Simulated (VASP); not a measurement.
# Ga3Sb (I4/mmm) in VASP: a series of runs

Runs on Ga3Sb. Level: PBEsol+D3(BJ). Tasks: single point.

Program: VASP 6.6.1. These are calculated values, not measurements. Logs are shortened: lines on timing, memory, paths and dates and some standing lists are left out, and cuts for length are marked.

## 1. The cell of the first run

The structure is tetragonal, space group I4/mmm (No. 139). The conventional cell has a = 4.197 Å, b = 4.197 Å, c = 8.195 Å, α = 90.00°, β = 90.00°, γ = 90.00°. Ga (site symmetry -4m2) has 8 Ga at 2.93 to 2.97 Å and 4 Sb at 2.93 Å within 3.9 Å. Within 3.9 Å of Ga (site symmetry 4/mmm) lie 8 Ga at 2.93 Å and 4 Sb at 2.97 Å. Within 3.9 Å of Sb (site symmetry 4/mmm) lie 12 Ga at 2.93 to 2.97 Å.

## 2. Single point, PBEsol+D3(BJ) (18.04 Å³/atom)

Input file INCAR:

```
SYSTEM = Ga3Sb
PREC     = Accurate       ! precision mode
ENCUT    = 520            ! plane-wave cutoff, eV
EDIFF    = 1E-6           ! SCF threshold, eV
ISMEAR   = 0              ! smearing method
SIGMA    = 0.15           ! smearing width, eV
LREAL    = .FALSE.        ! projectors in reciprocal space
LASPH    = .TRUE.         ! aspherical terms in the spheres
NELM     = 100            ! most SCF steps
ALGO     = Fast           ! electronic algorithm
ISIF     = 2              ! what is computed and relaxed
LWAVE    = .FALSE.        ! write WAVECAR
LCHARG   = .FALSE.        ! write CHGCAR
GGA      = PS             ! functional
IVDW     = 12             ! dispersion correction
NBANDS   = 30             ! bands
```

Input file KPOINTS:

```
regular mesh
0
G
  14 14 14
  0 0 0
```

Input file POSCAR:

```
Ga3Sb
1.0
   -2.0983717970      2.0983717970      4.0972807707
    2.0983717970     -2.0983717970      4.0972807707
    2.0983717970      2.0983717970     -4.0972807707
Ga Sb
3 1
Direct
    0.7500000000      0.2500000000      0.5000000000
    0.2500000000      0.7500000000      0.5000000000
    0.5000000000      0.5000000000      0.0000000000
    0.0000000000      0.0000000000      0.0000000000
```

Potentials or basis: VASP PAW PBE potentials, release 64 (Ga_d, Sb).

Started as:

```
> cat potpaw_PBE.64/Ga_d/POTCAR potpaw_PBE.64/Sb/POTCAR > POTCAR
> mpirun -np 1 vasp_std > vasp.out
```

OUTCAR:

```text
SYSTEM = Ga3Sb
   PREC = Accurate
   ENCUT = 520
   EDIFF = 1E-6
   ISMEAR = 0
   LREAL = .FALSE.
   LASPH = .TRUE.
   NELM = 100
   ISIF = 2
   GGA = PS
   IVDW = 12
 IVDW          = 12

 ion  position               nearest neighbor table
   1  0.750  0.250  0.500-   4 2.93   4 2.93   4 2.93   4 2.93
   2  0.250  0.750  0.500-   4 2.93   4 2.93   4 2.93   4 2.93
   3  0.500  0.500  0.000-   4 2.97   4 2.97   4 2.97   4 2.97
   4  0.000  0.000  0.000-   1 2.93   2 2.93   1 2.93   2 2.93   1 2.93   2 2.93   1 2.93   2 2.93
                             3 2.97   3 2.97   3 2.97   3 2.97

  LATTYP: Found a body centered tetragonal cell.
 ALAT       =     4.1967435940
 C/A-ratio  =     1.9525999999

  Lattice vectors:

 A1 = (  -2.0983717970,   2.0983717970,   4.0972807707)
 A2 = (   2.0983717970,  -2.0983717970,   4.0972807707)
 A3 = (   2.0983717970,   2.0983717970,  -4.0972807707)

Analysis of symmetry for initial positions (statically):
=====================================================================
 Subroutine PRICEL returns:
 Original cell was already a primitive cell.

 Routine SETGRP: Setting up the symmetry group for a
 body centered tetragonal supercell.

 Subroutine GETGRP returns: Found 16 space group operations
 (whereof 16 operations were pure point group operations)
 out of a pool of 16 trial point group operations.

The static configuration has the point symmetry D_4h.

Analysis of symmetry for dynamics (positions and initial velocities):
=====================================================================
 Subroutine PRICEL returns:
 Original cell was already a primitive cell.

 Routine SETGRP: Setting up the symmetry group for a
 body centered tetragonal supercell.

 Subroutine GETGRP returns: Found 16 space group operations
 (whereof 16 operations were pure point group operations)
 out of a pool of 16 trial point group operations.

The dynamic configuration has the point symmetry D_4h.

 Subroutine INISYM returns: Found 16 space group operations
 (whereof 16 operations are pure point group operations),
 and found     1 'primitive' translations

----------------------------------------------------------------------------------------

                                     Primitive cell

  volume of cell :      72.1640

[... 90 lines left out ...]
   ENCUT  =  520.0 eV  38.22 Ry    6.18 a.u.   9.41  9.41  9.41*2*pi/ulx,y,z
   NELM   =    100;   NELMIN=  2; NELMDL= -5     # of ELM steps
   EDIFF  = 0.1E-05   stopping-criterion for ELM
   LREAL  =      F    real-space projection
   EDIFFG = 0.1E-04   stopping-criterion for IOM
   NSW    =      0    number of steps for IOM
   IBRION =     -1    ionic relax: 0-MD 1-quasi-New 2-CG
   NFREE  =      0    steps in history (QN), initial steepest desc. (CG)
   ISIF   =      2    stress and relaxation
   ISYM   =      2    0-nonsym 1-usesym 2-fastsym
   POTIM  = 0.5000    time-step for ionic-motion
   TEBEG  =    0.0;   TEEND  =   0.0 temperature during run
   PSTRESS=    0.0 pullay stress
   NELECT =      44.0000    total number of electrons
   NUPDOWN=      -1.0000    fix difference up-down
   EMIN   =  10.00;   EMAX   =-10.00  energy-range for DOS
   EFERMI =   0.00;   METHOD = LEGACY
   ISMEAR =     0;   SIGMA  =   0.15  broadening in eV -4-tet -1-fermi 0-gaus
   EFERMI_NEDOS =   21; number of points for ismear=-14 and -15
   IALGO  =     68    algorithm
   IMIX   =      4    mixing-type and parameters
     AMIX     =   0.40;   BMIX     =  1.00
     AMIX_MAG =   1.60;   BMIX_MAG =  1.00
  volume/ion in A,a.u.               =      18.04       121.75
  Fermi-wavevector in a.u.,A,eV,Ry     =   1.388200  2.623319 26.219795  1.927101
  Thomas-Fermi vector in A             =   2.512349
   LORBIT       =      0    0 simple, 1 ext, 2 COOP (PROOUT), +10 PAW based schemes
   GGA     = PS    functional components
   LHFCALC =     F    Hartree Fock is set to
   AEXX    =    0.0000 exact exchange contribution
   IVDW    =    12    specifies the selected vdW correction
   LEPSILON=     F    determine dielectric tensor
   LRPA    =     F    only Hartree local field effects (RPA)
 non-spin polarized calculation
 RMM-DIIS sequential band-by-band and
 Gauss-broadening in eV      SIGMA  =   0.15
  energy-cutoff  :      520.00
  volume of cell :       72.16
 maximum number of plane-waves:      1967
 NGX is ok and might be reduce to    40

 number of electron      44.0000016 magnetization

 Free energy of the ion-electron system (eV)
  ---------------------------------------------------
  ext. energy  EPLUGINS =         0.00000000
  ---------------------------------------------------
  free energy    TOTEN  =       -14.01332804 eV

  energy without entropy =      -13.99600068  energy(sigma->0) =      -14.00466436

 E-fermi :   8.1213     XC(G=0): -11.5976

 val. band max:        8.0972478617   @ k =   0.4286   0.2143  -0.0000
 cond. band min:       8.1230100046   @ k =  -0.4286   0.4286   0.0000
 fundamental gap:      0.0257621429
 Fermi energy:         8.1213373830

 k-point     1 :       0.0000    0.0000    0.0000
  band No.  band energies     occupation
      1      -7.0512      2.00000
      2      -7.0160      2.00000
      3      -6.9824      2.00000
      4      -6.9319      2.00000
      5      -6.9319      2.00000
      6      -6.9181      2.00000
[... 781 lines left out ...]
     29      13.9065      0.00000
     30      16.5883      0.00000

 [... further k-points ...]

------------------------ aborting loop because EDIFF is reached ----------------------------------------

 Edisp (eV)   -1.63212

 E8    (eV) :    -1.1285

  FORCE on cell =-STRESS in cart. coord.  units (eV):
  Direction    XX          YY          ZZ          XY          YZ          ZX
  --------------------------------------------------------------------------------------
  -------------------------------------------------------------------------------------
  Total       3.00970     3.00970     2.96407     0.00000     0.00000    -0.00000
  in kB      66.82107    66.82107    65.80798     0.00000     0.00000    -0.00000
  external pressure =       66.48 kB  Pullay stress =        0.00 kB

 VOLUME and BASIS-vectors are now :
 -----------------------------------------------------------------------------
  energy-cutoff  :      520.00
  volume of cell :       72.16
      direct lattice vectors                 reciprocal lattice vectors
    -2.098371797  2.098371797  4.097280771     0.000000000  0.238279985  0.122032154
     2.098371797 -2.098371797  4.097280771     0.238279985  0.000000000  0.122032154
     2.098371797  2.098371797 -4.097280771     0.238279985  0.238279985  0.000000000

 POSITION                                       TOTAL-FORCE (eV/Angst)
 -----------------------------------------------------------------------------------
      0.00000      2.09837      2.04864        -0.000000      0.000000      0.000000
      2.09837      0.00000      2.04864         0.000000     -0.000000      0.000000
      0.00000      0.00000      4.09728        -0.000000      0.000000     -0.000000
      0.00000      0.00000      0.00000        -0.000000      0.000000     -0.000000
 -----------------------------------------------------------------------------------
    total drift:                               -0.000000     -0.000000      0.000000

  FREE ENERGIE OF THE ION-ELECTRON SYSTEM (eV)
  ---------------------------------------------------
  free  energy   TOTEN  =       -15.6454486681 eV

  energy  without entropy=      -15.6281213123  energy(sigma->0) =      -15.63678499
```

stdout:

```text
POSCAR found type information on POSCAR GaSb
 POSCAR found :  2 types and       4 ions
 scaLAPACK will be used
 -----------------------------------------------------------------------------
|                                                                             |
|                                                                             |
|     You enforced a specific xc type in the INCAR file but a different       |
|     I HOPE YOU KNOW WHAT YOU ARE DOING!                                     |
|                                                                             |
 -----------------------------------------------------------------------------

 LDA part: xc-table for (Slater+PW92), standard interpolation
 POSCAR, INCAR and KPOINTS ok, starting setup
 FFT: planning ... GRIDC
 FFT: planning ... GRID_SOFT
 FFT: planning ... GRID
 WAVECAR not read
 entering main loop
WARNING in EDDRMM: call to ZHEGV failed, returncode =   8  4     27
WARNING in EDDRMM: call to ZHEGV failed, returncode =   6  3     26
WARNING in EDDRMM: call to ZHEGV failed, returncode =   8  4     28
WARNING in EDDRMM: call to ZHEGV failed, returncode =   8  4     28
```

Wall time 18 min (1 thread of Oxide Virtual Turin-like, shared host); peak memory 0.54 GiB.

What came out:

```
Free energy                : -15.6454 eV
Pressure                   : 6.6 GPa
Band gap on the k mesh     : zero (bands 22 and 23 overlap by 5.41 eV)
Dispersion energy per atom : -0.408 eV
```

Levels at points of the mesh, in eV from the Fermi level:
| k point | band 19 | band 20 | band 21 | band 22 | band 23 | band 24 | band 25 | band 26 |
| --- | --- | --- | --- | --- | --- | --- | --- | --- |
| (0.00, 0.00, 0.00) | -2.37 | -2.37 | -2.36 | -2.00 | -0.94 | -0.94 | 0.11 | 0.24 |
| (0.50, 0.00, 0.00) | -5.32 | -1.86 | -0.92 | -0.90 | -0.52 | 2.52 | 3.55 | 3.59 |
| (0.50, 0.50, 0.00) | -5.90 | -5.59 | -5.35 | 0.64 | 0.90 | 1.27 | 1.33 | 7.50 |
| (0.50, 0.50, 0.50) | -4.30 | -4.25 | -3.11 | 3.07 | 3.85 | 3.85 | 4.20 | 5.74 |

Caveat: the cell stands under pressure; the PAW data sets were made with another functional, which shifts forces and pressure a little; spin-orbit coupling is left out, which moves the levels of the heavy elements.

## 3. Single point, PBEsol+D3(BJ)

This run uses another cell than the first one, of the same volume but with other edges.

Input file INCAR:

```
PREC = Accurate
ENCUT = 520
EDIFF = 1E-6
ISMEAR = 1
SIGMA = 0.15
LREAL = F
LASPH = T
NELM = 60
ALGO = Fast
ISIF = 2
LWAVE = F
LCHARG = F
GGA = PS
IVDW = 12
NBANDS = 30
```

Input file KPOINTS:

```
regular mesh
0
Gamma
  14 14 14
```

Input file POSCAR:

```
Ga3Sb
1.0
   -2.1629807800      2.1629807800      3.8561621346
    2.1629807800     -2.1629807800      3.8561621346
    2.1629807800      2.1629807800     -3.8561621346
Ga Sb
3 1
Direct
    0.7500000000      0.2500000000      0.5000000000
    0.2500000000      0.7500000000      0.5000000000
    0.5000000000      0.5000000000      0.0000000000
    0.0000000000      0.0000000000      0.0000000000
```

Potentials or basis: VASP PAW PBE potentials, release 64 (Ga_d, Sb).

Started as:

```
> cat potpaw_PBE.64/Ga_d/POTCAR potpaw_PBE.64/Sb/POTCAR > POTCAR
> mpirun -np 1 vasp_std > vasp.out
```

Run time: 21 min. Hardware: 1 thread of Oxide Virtual Turin-like, shared host; peak memory 0.54 GiB.

It converged, with:

| Quantity | Value |
| --- | --- |
| Free energy | -15.6518 eV |
| Pressure | 6.7 GPa |
| Band gap on the k mesh | zero (bands 22 and 23 overlap by 5.25 eV) |
| Dispersion energy per atom | -0.408 eV |

Stress tensor (GPa, compression positive):
```
6.60 0.00 0.00
0.00 6.60 0.00
0.00 0.00 6.76
```

Levels at points of the mesh, in eV from the Fermi level:
```csv
k point,band 18,band 19,band 20,band 21,band 22,band 23,band 24,band 25,band 26,band 27
"(0.00, 0.00, 0.00)",-3.23,-2.32,-2.32,-2.31,-1.37,-0.98,-0.98,-0.22,-0.08,2.68
"(0.50, 0.00, 0.00)",-5.10,-4.78,-2.24,-1.51,-1.35,-0.90,2.61,3.49,3.76,4.12
"(0.50, 0.50, 0.00)",-6.34,-5.76,-5.53,-5.35,1.32,2.04,2.04,2.40,6.40,7.25
"(0.50, 0.50, 0.50)",-4.77,-4.60,-4.60,-3.69,3.44,4.41,4.41,4.60,5.60,5.60
```

Caveat: the cell stands under pressure; the PAW data sets were made with another functional, which shifts forces and pressure a little; spin-orbit coupling is left out, which moves the levels of the heavy elements.

The gap in the log of VASP goes by the Fermi energy; the results here count the filled bands.